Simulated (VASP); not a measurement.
Input of a VASP 6.6.1 run:

POSCAR

```
SiO2
1.0
    4.1853548576      0.0000000000      0.0000000000
    0.0000000000      4.1853548576      0.0000000000
    0.0000000000      0.0000000000      2.6688850357
Si O
2 4
Direct
    0.0000000000      0.0000000000      0.0000000000
    0.5000000000      0.5000000000      0.5000000000
    0.3061040340      0.3061040340      0.0000000000
    0.1938959660      0.8061040340      0.5000000000
    0.6938959660      0.6938959660      0.0000000000
    0.8061040340      0.1938959660      0.5000000000
```

Contents of INCAR.step1:

```
SYSTEM = SiO2
PREC     = Accurate       ! precision mode
ENCUT    = 520            ! plane-wave cutoff, eV
ISMEAR   = -1             ! smearing method
SIGMA    = 0.1458         ! smearing width, eV
LREAL    = .False.        ! projectors in reciprocal space
LASPH    = .True.         ! aspherical terms in the spheres
NELM     = 100            ! most SCF steps
NBANDS   = 25             ! bands
GGA      = PE             ! functional
ALGO     = Normal         ! electronic algorithm
EDIFF    = 1E-4           ! SCF threshold, eV
LWAVE    = .True.         ! write WAVECAR
LCHARG   = .False.        ! write CHGCAR
```

The input INCAR.step2:

```
SYSTEM = SiO2
PREC     = Accurate       ! precision mode
ENCUT    = 520            ! plane-wave cutoff, eV
EDIFF    = 1E-6           ! SCF threshold, eV
ISMEAR   = -1             ! smearing method
SIGMA    = 0.1458         ! smearing width, eV
LREAL    = .False.        ! projectors in reciprocal space
LASPH    = .True.         ! aspherical terms in the spheres
NELM     = 100            ! most SCF steps
ALGO     = Normal         ! electronic algorithm
ISIF     = 2              ! what is computed and relaxed
LWAVE    = .False.        ! write WAVECAR
LCHARG   = .True.         ! write CHGCAR
METAGGA  = R2SCAN         ! meta-GGA
LMIXTAU  = .True.       
LELF     = .True.         ! ELF
LVHAR    = .True.       
NBANDS   = 25             ! bands
ISTART   = 1
```

The input KPOINTS:

```
Automatic mesh
0
Gamma
  4 4 7
  0 0 0
```

Potentials or basis: VASP PAW PBE potentials, release 64 (Si, O).

The run is started by

```console
$ cat potpaw_PBE.64/Si/POTCAR potpaw_PBE.64/O/POTCAR > POTCAR
$ cp INCAR.step1 INCAR
$ mpirun -np 1 vasp_std > vasp.out
$ cp INCAR.step2 INCAR
$ mpirun -np 1 vasp_std > vasp.out
```

Task: Estimate the band gap on the k mesh.

Result: 6.51 eV.

Task: Estimate the pressure.

Result: 0.4 GPa.

Task: What does it give for the largest force?

Result: 0.021 eV/Å.

Stress tensor (GPa, compression positive):
```
0.06 0.00 0.00
0.00 0.06 0.00
0.00 0.00 0.96
```

Caveat: the PAW data sets were made with another functional, which shifts forces and pressure a little. r2SCAN opens gaps a little over a GGA but as a rule still falls short of measured ones.
